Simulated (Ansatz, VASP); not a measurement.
## Two plane-wave programs on NaF

```
Na F
1.0
     0.00000    2.28589    2.28589
     2.28589    0.00000    2.28589
     2.28589    2.28589    0.00000
Na F
1 1
Direct
  0.00000 0.00000 0.00000
  0.50000 0.50000 0.50000
```

Alike in both runs: task electric field gradients; functional LDA; k mesh 10 × 10 × 10; occupations fermi-dirac, width 0.03 eV; no spin polarisation.

```csv
,VASP,Ansatz
version,VASP 6.6.1,Ansatz 0.2.0
potentials or method,"VASP PAW LDA potentials, release 64 (Na_pv, F)","PAW with Ansatz's default frozen-core files, scalar-relativistic"
plane-wave cutoff (eV),520,420
valence electrons in the cell,14,16
```

```csv
,VASP,Ansatz,Ansatz less VASP
gap on the k mesh at the Fermi level (eV),6.17,6.20,+0.021
pressure (GPa),-2.6,-2.5,+0.05
```

LDA's correlation is that of Perdew and Zunger in VASP and of Perdew and Wang (1992) in Ansatz. VASP's potentials hold 14 valence electrons a cell and Ansatz's 16, so a difference there can come from the potentials and not from the codes.
